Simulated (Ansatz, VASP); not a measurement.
**One calculation of MgO, two programs**

Contents of INCAR:

```
SYSTEM = MgO
PREC = Accurate
ENCUT = 750
EDIFF = 1E-6
ISMEAR = 0
SIGMA = 0.02
LREAL = .False.
LASPH = .True.
NELM = 120
ALGO = Normal
ISIF = 2
LWAVE = .False.
LCHARG = .True.
GGA = CA
LELF = .True.
LVHAR = .True.
NBANDS = 24
GGA_COMPAT = .False.
```

KPOINTS

```
Automatic mesh
0
Gamma
  9 9 6
  0 0 0
```

The input POSCAR:

```
MgO
1.0
    3.5182084926      0.0000000000      0.0000000000
   -1.7591042463      3.0468579304      0.0000000000
    0.0000000000      0.0000000000      4.2161867363
Mg O
2 2
Direct
    0.6666666700      0.3333333300      0.7500000000
    0.3333333300      0.6666666700      0.2500000000
    0.6666666700      0.3333333300      0.2500000000
    0.3333333300      0.6666666700      0.7500000000
```

Input for Ansatz:

```yaml
crystal:
  lattice:
    - [3.5182084926, 0.0, 0.0]
    - [-1.7591042463, 3.0468579304, 0.0]
    - [0.0, 0.0, 4.2161867363]
  atoms:
    - { symbol: Mg, position: [0.66666667, 0.33333333, 0.75] }
    - { symbol: Mg, position: [0.33333333, 0.66666667, 0.25] }
    - { symbol: O, position: [0.66666667, 0.33333333, 0.25] }
    - { symbol: O, position: [0.33333333, 0.66666667, 0.75] }
basis:
  ecutwfc: 420
kpoints:
  mp_grid: { grid: [9, 9, 6] }
hamiltonian:
  xc: lda
scf:
  occupations: { method: gaussian, width: 0.02 }
output:
  forces: true
  stress: true
  eigenvalues: true
  populations: true
```

Alike in both runs: task single point; functional LDA; k mesh 9 × 9 × 6; occupations gaussian, width 0.02 eV; no spin polarisation.

|  | VASP | Ansatz |
| --- | --- | --- |
| version | VASP 6.6.1 | Ansatz 0.2.0 |
| potentials or method | VASP PAW LDA potentials, release 64 (Mg_sv, O), cutoff 750 eV | scalar-relativistic, plane waves, PAW |
| valence electrons in the cell | 32 | 32 |

VASP gave:

```
gap on the k mesh at the Fermi level (eV)                     : 3.21
least direct gap on the mesh (eV)                             : 3.21
pressure (GPa)                                                : -7.3
traceless stress, the component that is largest in VASP (GPa) : -0.31
```

Estimate Ansatz's values.

gap on the k mesh at the Fermi level (eV): 3.20; least direct gap on the mesh (eV): 3.20; pressure (GPa): -7.2; traceless stress, the component that is largest in VASP (GPa): -0.32.

LDA's correlation is that of Perdew and Zunger in VASP and of Perdew and Wang (1992) in Ansatz.
